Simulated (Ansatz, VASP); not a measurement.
## One calculation of MnSn3, two programs

File INCAR:

```
ALGO     = Fast           # electronic algorithm
EDIFF    = 1E-6           # SCF threshold, eV
ENCUT    = 520            # plane-wave cutoff, eV
GGA      = PE             # functional
ISIF     = 2              # what is computed and relaxed
ISMEAR   = 0              # smearing method
LASPH    = T              # aspherical terms in the spheres
LCHARG   = F              # write CHGCAR
LREAL    = F              # projectors in reciprocal space
LWAVE    = F              # write WAVECAR
NBANDS   = 36             # bands
NELM     = 80             # most SCF steps
PREC     = Accurate       # precision mode
SIGMA    = 0.1            # smearing width, eV
```

Contents of KPOINTS:

```
k-points
0
Gamma
  10 10 10
```

Contents of POSCAR:

```
MnSn3
1.0
    0.0000000000      3.6684432068      3.6684432068
    3.6684432068      0.0000000000      3.6684432068
    3.6684432068      3.6684432068      0.0000000000
Sn Mn
3 1
Direct
    0.2500000000      0.2500000000      0.2500000000
    0.7500000000      0.7500000000      0.7500000000
    0.5000000000      0.5000000000      0.5000000000
    0.0000000000      0.0000000000      0.0000000000
```

Input for Ansatz:

```yaml
crystal:
  lattice:
    - [0.0, 3.6684432068, 3.6684432068]
    - [3.6684432068, 0.0, 3.6684432068]
    - [3.6684432068, 3.6684432068, 0.0]
  atoms:
    - { symbol: Sn, position: [0.25, 0.25, 0.25] }
    - { symbol: Sn, position: [0.75, 0.75, 0.75] }
    - { symbol: Sn, position: [0.5, 0.5, 0.5] }
    - { symbol: Mn, position: [0.0, 0.0, 0.0] }
basis:
  ecutwfc: 420
kpoints:
  mp_grid: { grid: [10, 10, 10] }
hamiltonian:
  xc: pbe
scf:
  occupations: { method: gaussian, width: 0.1 }
  lower_state_search: "off"
output:
  forces: true
  stress: true
  eigenvalues: true
```

Alike in both runs: task single point; functional PBE; k mesh 10 × 10 × 10; occupations gaussian, width 0.1 eV; no spin polarisation.

|  | VASP | Ansatz |
| --- | --- | --- |
| version | VASP 6.6.1 | Ansatz 0.2.0 |
| potentials or method | VASP PAW PBE potentials, release 64 (Sn_d, Mn_pv), cutoff 520 eV | scalar-relativistic, plane waves, PAW |
| valence electrons in the cell | 55 | 57 |

```tsv
	VASP	Ansatz	Ansatz less VASP
gap on the k mesh at the Fermi level (eV)	none	none	-
pressure (GPa)	-6.5	-6.4	+0.10
```

A gap of «none» marks a metal or a gap that the smearing closes. VASP's potentials hold 55 valence electrons a cell and Ansatz's 57, so a difference there can come from the potentials and not from the codes.
